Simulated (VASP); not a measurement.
A run of VASP 6.6.1 is set up as follows.

Contents of INCAR:

```
PREC = Accurate ; ENCUT = 520
EDIFF = 1E-6 ; ISMEAR = 0
SIGMA = 0.1 ; LREAL = F
LASPH = T ; NELM = 150
ALGO = Normal ; ISIF = 2
LWAVE = F ; LCHARG = F
ISPIN = 2 ; MAGMOM = 0 0 0 0 0 1
LORBIT = 11 ; GGA = PE
NBANDS = 23
```

File KPOINTS:

```
regular mesh
0
Gamma
  6 6 6
```

Contents of POSCAR:

```
Al3B2N
1.0
    5.6580897065      0.0000000000      0.0000000000
   -2.8290448532      4.9000494227      0.0000000000
    0.0000000000      0.0000000000      2.9357971845
Al B N
3 2 1
Direct
    0.5000000000      0.0000000000      0.5000000000
    0.5000000000      0.5000000000      0.5000000000
    0.0000000000      0.5000000000      0.5000000000
    0.3333333333      0.6666666667      0.0000000000
    0.6666666667      0.3333333333      0.0000000000
    0.0000000000      0.0000000000      0.0000000000
```

Potentials or basis: VASP PAW PBE potentials, release 64 (Al, B, N).

Run with:

```sh
$ cat potpaw_PBE.64/Al/POTCAR potpaw_PBE.64/B/POTCAR potpaw_PBE.64/N/POTCAR > POTCAR
$ mpirun -np 1 vasp_std > vasp.out
```

(1) Predict the site moments.

(2) Predict the pressure.

(3) Predict the net moment.

Results:

(1) Al +0.01; B +0.07; N +1.35 μB.

(2) 0.1 GPa.

(3) 2.14 μB per cell.
